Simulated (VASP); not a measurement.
Set up this calculation in VASP 6.6.1, as the native input.

- Task: single point
- Functional: PBE
- Dispersion: D3(BJ)
- Potentials or basis: VASP PAW PBE potentials, release 64 (Mo_sv, S)
- Cutoff: 520 eV
- k mesh: 14 × 14 × 3
- Occupations: gaussian, width 0.15 eV
- Spin: no spin polarisation
- Dipole correction: no
- Further INCAR settings: ALGO = Normal; EDIFF = 1e-07; NBANDS = 49

The structure of MoS2 lies in POSCAR:

```
MoS2
1.0
   -1.5671157456     -2.7143240927      0.0000000000
    1.5671157456     -2.7143240927      0.0000000000
    0.0000000000      0.0000000000     19.8649660373
Mo S
3 6
Direct
    1.0000000000      1.0000000000      0.7494485226
    0.3333333333      0.3333333333      0.1499016954
    0.6666666667      0.6666666667      0.4496751090
    1.0000000000      1.0000000000      0.5303475351
    0.3333333333      0.3333333333      0.8301209487
    0.6666666667      0.6666666667      0.2305741216
    1.0000000000      1.0000000000      0.0692292693
    0.3333333333      0.3333333333      0.3690026829
    0.6666666667      0.6666666667      0.6687760964
```

One way to write it, as run:

INCAR

```
PREC = Accurate ; ENCUT = 520
EDIFF = 1E-7 ; ISMEAR = 0
SIGMA = 0.15 ; LREAL = False
LASPH = True ; NELM = 60
ALGO = Normal ; ISIF = 2
LWAVE = False ; LCHARG = True
GGA = PE ; IVDW = 12
LELF = True ; LVHAR = True
NBANDS = 49
```

KPOINTS

```
Automatic mesh
0
Gamma
  14 14 3
```

Potentials or basis: VASP PAW PBE potentials, release 64 (Mo_sv, S).

Run with:

```sh
$ cat potpaw_PBE.64/Mo_sv/POTCAR potpaw_PBE.64/S/POTCAR > POTCAR
$ mpirun -np 1 vasp_std > vasp.out
```

Results of the run:

| Property | Result |
| --- | --- |
| Pressure | -0.1 GPa |
| Largest force | 0.098 eV/Å |
| Band gap on the k mesh | zero (band 39 reaches 7.32 eV, above the bottom of band 40 at 6.85 eV) |
| Dispersion energy per atom | -0.417 eV |

Run time: 11 min on 1 thread of Intel Xeon 6975P-C (shared host), peak memory 0.54 GiB.
